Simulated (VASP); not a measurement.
# CuO (P-6m2) in VASP: a series of runs

Aim: see how the results for CuO move with the level of theory and the settings. Levels: PBEsol, PBE. Tasks: elastic constants.

Program: VASP 6.6.1. These are calculated values, not measurements. Logs are shortened: lines on timing, memory, paths and dates and some standing lists are left out, and cuts for length are marked.

## (1) The cell of the first run

Symmetry: P-6m2, No. 187, hexagonal system. Conventional cell: a = 2.836 Å, b = 2.836 Å, c = 2.768 Å, α = 90.00°, β = 90.00°, γ = 120.00°. Within 2.9 Å of Cu (site symmetry -6m2) lie 6 O at 2.14 Å and 8 Cu at 2.77 to 2.84 Å. O (site symmetry -6m2) has 6 Cu at 2.14 Å and 8 O at 2.77 to 2.84 Å within 2.9 Å.

## (2) Elastic constants, PBEsol

Input file INCAR:

```
SYSTEM = CuO
PREC     = Accurate       ! precision mode
ENCUT    = 600            ! plane-wave cutoff, eV
EDIFF    = 1E-8           ! SCF threshold, eV
ISMEAR   = -1             ! smearing method
SIGMA    = 0.05           ! smearing width, eV
LREAL    = .FALSE.        ! projectors in reciprocal space
LASPH    = .TRUE.         ! aspherical terms in the spheres
NELM     = 80             ! most SCF steps
ALGO     = Normal         ! electronic algorithm
ISIF     = 3              ! what is computed and relaxed
LWAVE    = .FALSE.        ! write WAVECAR
LCHARG   = .FALSE.        ! write CHGCAR
GGA      = PS             ! functional
NBANDS   = 16             ! bands
IBRION   = 6              ! ionic algorithm
NFREE    = 2            
POTIM    = 0.015          ! step
NSW      = 1              ! ionic steps
```

Input file KPOINTS:

```
regular mesh
0
G
  9 9 8
  0 0 0
```

Input file POSCAR:

```
CuO
1.0
    2.8363251100      0.0000000000      0.0000000000
   -1.4181625500      2.4563296000      0.0000000000
    0.0000000000      0.0000000000      2.7681127800
Cu O
1 1
Direct
    0.0000000000      0.0000000000      0.0000000000
    0.6666666667      0.3333333333      0.5000000000
```

Potentials or basis: VASP PAW PBE potentials, release 64 (Cu, O).

Started as:

```bash
> cat potpaw_PBE.64/Cu/POTCAR potpaw_PBE.64/O/POTCAR > POTCAR
> mpirun -np 1 vasp_std > vasp.out
```

OUTCAR:

```text
SYSTEM = CuO
   PREC = Accurate
   ENCUT = 600
   EDIFF = 1E-8
   ISMEAR = -1
   LREAL = .FALSE.
   LASPH = .TRUE.
   NELM = 80
   ISIF = 3
   GGA = PS
   IBRION = 6
   NFREE = 2
   POTIM = 0.015
   NSW = 1

 ion  position               nearest neighbor table
   1  0.000  0.000  0.000-   2 2.14   2 2.14   2 2.14   2 2.14   2 2.14   2 2.14
   2  0.667  0.333  0.500-   1 2.14   1 2.14   1 2.14   1 2.14   1 2.14   1 2.14

  LATTYP: Found a hexagonal cell.
 ALAT       =     2.8363251100
 C/A-ratio  =     0.9759504544

  Lattice vectors:

 A1 = (   2.8363251100,   0.0000000000,   0.0000000000)
 A2 = (  -1.4181625500,   2.4563296000,   0.0000000000)
 A3 = (   0.0000000000,   0.0000000000,   2.7681127800)

Analysis of symmetry for initial positions (statically):
=====================================================================
 Subroutine PRICEL returns:
 Original cell was already a primitive cell.

 Routine SETGRP: Setting up the symmetry group for a
 hexagonal supercell.

 Subroutine GETGRP returns: Found 12 space group operations
 (whereof 12 operations were pure point group operations)
 out of a pool of 24 trial point group operations.

The static configuration has the point symmetry D_3h.

Analysis of symmetry for dynamics (positions and initial velocities):
=====================================================================
 Subroutine PRICEL returns:
 Original cell was already a primitive cell.

 Routine SETGRP: Setting up the symmetry group for a
 hexagonal supercell.

 Subroutine GETGRP returns: Found 12 space group operations
 (whereof 12 operations were pure point group operations)
 out of a pool of 24 trial point group operations.

The dynamic configuration has the point symmetry D_3h.

[... 346 lines left out ...]
 k-point     1 :       0.0000    0.0000    0.0000
  band No.  band energies     occupation
      1     -13.5596      2.00000
      2       2.0258      2.00000
      3       2.0258      2.00000
      4       2.3799      2.00000
      5       2.9986      2.00000
      6       3.8437      2.00000
[... 433 lines left out ...]
      3       0.3320      2.00000
      4       1.3819      2.00000
      5       3.4097      2.00000
      6       3.9960      2.00000
[... 8 lines left out ...]
     15      29.3058      0.00000
     16      31.1726      0.00000

 [... further k-points ...]

------------------------ aborting loop because EDIFF is reached ----------------------------------------

  FORCE on cell =-STRESS in cart. coord.  units (eV):
  Direction    XX          YY          ZZ          XY          YZ          ZX
  --------------------------------------------------------------------------------------
  -------------------------------------------------------------------------------------
  Total       -0.6396305     -0.6396305     -2.0271717     -0.0000000     -0.0000000     -0.0000000
  in kB      -53.1389883    -53.1389884   -168.4126410     -0.0000001     -0.0000000     -0.0000000
  external PRESSURE =     -91.5635392 kB  Pullay stress =       0.0000000 kB
[... 17 lines left out ...]
  FREE ENERGIE OF THE ION-ELECTRON SYSTEM (eV)
  ---------------------------------------------------
  free  energy   TOTEN  =       -10.0660945962 eV

  energy  without entropy=      -10.0486673805  energy(sigma->0) =      -10.05738099

 INTERNAL STRAIN TENSORS FROM STRAINED CELLS
 ============================================

 INTERNAL STRAIN TENSOR FOR ION    1 for displacements in x,y,z  (eV/Angst):
          X           Y           Z          XY          YZ          ZX
  --------------------------------------------------------------------------------
  x    -0.00000     0.00000    -0.00000    -1.31504     0.00000     0.00000
  y    -1.31938     1.31390     0.00000    -0.00023     0.00001     0.00035
  z     0.00000     0.00000     0.00000     0.00000    -0.00476     0.00000

 INTERNAL STRAIN TENSORS FROM DISPLACED ATOMS
 ============================================

 INTERNAL STRAIN TENSOR FOR ION    1 for displacements in x,y,z  (eV/Angst):
          X           Y           Z          XY          YZ          ZX
  --------------------------------------------------------------------------------
  x    -0.00000     0.00000     0.00000    -1.32994     0.00000     0.00000
  y    -1.32994     1.32994     0.00000     0.00000     0.00000     0.00000
  z     0.00000     0.00000     0.00000     0.00000     0.00000     0.00000

 INTERNAL STRAIN TENSOR FOR ION    2 for displacements in x,y,z  (eV/Angst):
          X           Y           Z          XY          YZ          ZX
  --------------------------------------------------------------------------------
  x     0.00000    -0.00000    -0.00000     1.32903     0.00000     0.00000
  y     1.32903    -1.32903     0.00000    -0.00000     0.00000     0.00000
  z     0.00000     0.00000     0.00000     0.00000    -0.00000    -0.00000

 Eigenvectors and eigenvalues of the dynamical matrix
 ----------------------------------------------------

   1 f  =    7.790733 THz    48.950621 2PiTHz  259.870888 cm-1    32.219869 meV
             X         Y         Z           dx          dy          dz
      0.000000  0.000000  0.000000    -0.000000    0.000000   -0.449511
      1.418163  0.818777  1.384056     0.000000    0.000000    0.893275
[... 21 lines left out ...]
   6 f/i=    4.617224 THz    29.010873 2PiTHz  154.014010 cm-1    19.095295 meV
             X         Y         Z           dx          dy          dz
      0.000000  0.000000  0.000000     0.272267    0.355412   -0.000000
      1.418163  0.818777  1.384056    -0.543774   -0.709833    0.000000

--------------------------------------------------------------------------------------------------------

 ELASTIC MODULI CONTR FROM IONIC RELAXATION (kBar)
 Direction    XX          YY          ZZ          XY          YZ          ZX
 --------------------------------------------------------------------------------
 XX          -0.0000      0.0000      0.0000     -0.0000      0.0000      0.0000
 YY           0.0000     -0.0000     -0.0000      0.0000     -0.0000     -0.0000
 ZZ           0.0000     -0.0000     -0.0000      0.0000     -0.0000     -0.0000
 XY          -0.0000      0.0000      0.0000     -0.0000      0.0000      0.0000
 YZ           0.0000     -0.0000     -0.0000      0.0000     -0.0000     -0.0000
 ZX           0.0000     -0.0000     -0.0000      0.0000     -0.0000     -0.0000
 --------------------------------------------------------------------------------

 TOTAL ELASTIC MODULI (kBar)
 Direction    XX          YY          ZZ          XY          YZ          ZX
 --------------------------------------------------------------------------------
 XX        2377.8721   1084.8055    997.5434      0.0000      0.0000      0.0000
 YY        1084.8055   2377.8721    997.5434      0.0000     -0.0000     -0.0000
 ZZ         997.5434    997.5434   3619.2628      0.0000     -0.0000      0.0000
 XY           0.0000      0.0000      0.0000    646.5333     -0.0000      0.0000
 YZ           0.0000     -0.0000     -0.0000      0.0000   -124.1838     -0.0000
 ZX           0.0000     -0.0000      0.0000      0.0000     -0.0000   -124.1848
 --------------------------------------------------------------------------------
```

OSZICAR:

```text
N       E                     dE             d eps       ncg     rms          rms(c)
DAV:   1     0.934364468904E+02    0.93436E+02   -0.90788E+03  2160   0.185E+03
DAV:   2    -0.767573590553E+01   -0.10111E+03   -0.90169E+02  2064   0.303E+02
DAV:   3    -0.129312413388E+02   -0.52555E+01   -0.49904E+01  2280   0.685E+01
[... 246 lines left out ...]
DAV:   4    -0.100660951031E+02    0.73811E-05   -0.58436E-05  3640   0.116E-01    0.138E-02
DAV:   5    -0.100660946905E+02    0.41262E-06   -0.82159E-06  3368   0.830E-02    0.892E-03
DAV:   6    -0.100660945915E+02    0.98952E-07   -0.51339E-07  3992   0.225E-02    0.337E-03
DAV:   7    -0.100660945953E+02   -0.38133E-08   -0.21970E-07  3656   0.664E-03    0.466E-04
DAV:   8    -0.100660945962E+02   -0.85356E-09   -0.23433E-08  2336   0.122E-03
  21 F= -.10066095E+02 E0= -.10057381E+02  d E =-.174272E-01
```

stdout:

```text
POSCAR found type information on POSCAR CuO
 POSCAR found :  2 types and       2 ions
 scaLAPACK will be used
 -----------------------------------------------------------------------------
|                                                                             |
|                                                                             |
|     You enforced a specific xc type in the INCAR file but a different       |
|     I HOPE YOU KNOW WHAT YOU ARE DOING!                                     |
[... 40 lines left out ...]
 Finite differences progress:
 bond charge predicted
 Finite differences progress:
 bond charge predicted
 Finite differences progress:
 bond charge predicted
 Finite differences progress:
 bond charge predicted
 Finite differences progress:
 bond charge predicted
 Finite differences progress:
 bond charge predicted
 Finite differences progress:
```

Run time: 14 min. Hardware: 1 thread of Intel Xeon 8259CL, shared host; peak memory 0.29 GiB.

Results:

```
Voigt bulk modulus                                      : 161 GPa
Highest phonon frequency at Γ, LO-TO splitting left out : 260 cm⁻¹
Most unstable mode                                      : 154i cm⁻¹
```

Phonon frequencies in cm⁻¹ (negative: imaginary):
| q point | frequencies |
| --- | --- |
| (0.000, 0.000, 0.000) | -154 -154 0 0 0 260 |

Elastic tensor in Voigt notation (GPa, in the Cartesian axes of the cell as first typed):
```
238 108 100   0   0   0
108 238 100   0   0   0
100 100 362   0   0   0
  0   0   0 -12   0   0
  0   0   0   0 -12   0
  0   0   0   0   0  65
```

Clamped-ion elastic tensor (GPa):
```
238 108 100   0   0   0
108 238 100   0   0   0
100 100 362   0   0   0
  0   0   0 -12   0   0
  0   0   0   0 -12   0
  0   0   0   0   0  65
```

Caveat: the cell is under stress, which shifts elastic constants; some modes are imaginary; the elastic tensor has a negative eigenvalue, so either the cell is unstable as it stands or the mesh is too thin; the PAW data sets were made with another functional, which shifts forces and pressure a little.

## (3) Elastic constants, PBE

Input file INCAR:

```
ALGO = Normal
EDIFF = 1E-8
ENCUT = 600
GGA = PE
IBRION = 6
ISIF = 3
ISMEAR = -1
LASPH = True
LCHARG = False
LREAL = False
LWAVE = False
NBANDS = 16
NELM = 100
NFREE = 2
NSW = 1
POTIM = 0.015
PREC = Accurate
SIGMA = 0.05
```

Input file KPOINTS:

```
k-points
0
Gamma
  9 9 8
```

POSCAR is that of step 2.

Potentials or basis: VASP PAW PBE potentials, release 64 (Cu, O).

Started as:

```bash
> cat potpaw_PBE.64/Cu/POTCAR potpaw_PBE.64/O/POTCAR > POTCAR
> mpirun -np 1 vasp_std > vasp.out
```

It took 18 min on 1 thread of Intel Xeon 8259CL, shared host; peak memory 0.28 GiB.

The run converged. Its results:

```
Voigt bulk modulus                                      : 168 GPa
Highest phonon frequency at Γ, LO-TO splitting left out : 284 cm⁻¹
Most unstable mode                                      : 142i cm⁻¹
```

Phonon frequencies in cm⁻¹ (negative: imaginary):
```tsv
q point	frequencies
(0.000, 0.000, 0.000)	-142 -142 0 0 0 284
```

Elastic tensor in Voigt notation (GPa, in the Cartesian axes of the cell as first typed):
```
246 112 105   0   0   0
112 246 105   0   0   0
105 105 372   0   0   0
  0   0   0  -7   0   0
  0   0   0   0  -7   0
  0   0   0   0   0  67
```

Clamped-ion elastic tensor (GPa):
```
246 112 105   0   0   0
112 246 105   0   0   0
105 105 372   0   0   0
  0   0   0  -7   0   0
  0   0   0   0  -7   0
  0   0   0   0   0  67
```

Caveat: some modes are imaginary; the elastic tensor has a negative eigenvalue, so either the cell is unstable as it stands or the mesh is too thin.
